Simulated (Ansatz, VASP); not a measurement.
**C in VASP and in Ansatz**

File INCAR:

```
SYSTEM = C
PREC = Accurate ; ENCUT = 520
EDIFF = 1E-6 ; ISMEAR = 0
SIGMA = 0.05 ; LREAL = .False.
LASPH = .True. ; NELM = 100
ALGO = Normal ; ISIF = 2
LWAVE = .False. ; LCHARG = .True.
GGA = PE ; IVDW = 12
LELF = .True. ; LVHAR = .True.
NBANDS = 11
```

The input KPOINTS:

```
regular mesh
0
Gamma
  15 15 15
  0 0 0
```

Contents of POSCAR:

```
C
1.0
    1.2324984681      0.7115833223      3.3613878357
   -1.2324984681      0.7115833223      3.3613878357
    0.0000000000     -1.4231666447      3.3613878357
C
2
Direct
    0.1524985088      0.1524985088      0.1735782609
    0.8475014912      0.8475014912      0.8264217391
```

Input for Ansatz:

```yaml
crystal:
  lattice:
    - [1.2324984681, 0.7115833223, 3.3613878357]
    - [-1.2324984681, 0.7115833223, 3.3613878357]
    - [0.0, -1.4231666447, 3.3613878357]
  atoms:
    - { symbol: C, position: [0.1524985088, 0.1524985088, 0.1735782609] }
    - { symbol: C, position: [0.8475014912, 0.8475014912, 0.8264217391] }
basis:
  ecutwfc: 520.0
kpoints:
  mp_grid: { grid: [15, 15, 15] }
hamiltonian:
  xc: pbe
  dispersion: d3bj
scf:
  occupations: { method: gaussian, width: 0.05 }
output:
  forces: true
  stress: true
  eigenvalues: true
```

Change from the starting cell: mode 4 frozen in at -0.071 Å and mode 6 at -0.030 Å (largest displacements).

Alike in both runs: task single point; functional PBE; dispersion D3(BJ); k mesh 15 × 15 × 15; occupations gaussian, width 0.05 eV; no spin polarisation.

```csv
,VASP,Ansatz
version,VASP 6.6.1,Ansatz 0.2.0
potentials or method,"VASP PAW PBE potentials, release 64 (C), cutoff 520 eV","scalar-relativistic, plane waves, PAW"
valence electrons in the cell,8,8
```

|  | VASP | Ansatz | Ansatz less VASP |
| --- | --- | --- | --- |
| gap on the k mesh at the Fermi level (eV) | 0.09 | 0.09 | 0.000 |
| least direct gap on the mesh (eV) | 0.09 | 0.09 | 0.000 |
| pressure (GPa) | 0.9 | 0.5 | -0.41 |
| traceless stress, the component that is largest in VASP (GPa) | 8.37 | 8.01 | -0.363 |
| rms of the force components (eV/Å) | 2.340 | 2.339 | -0.0011 |

Atom by atom the forces differ by 0.007 eV/Å (rms over components).
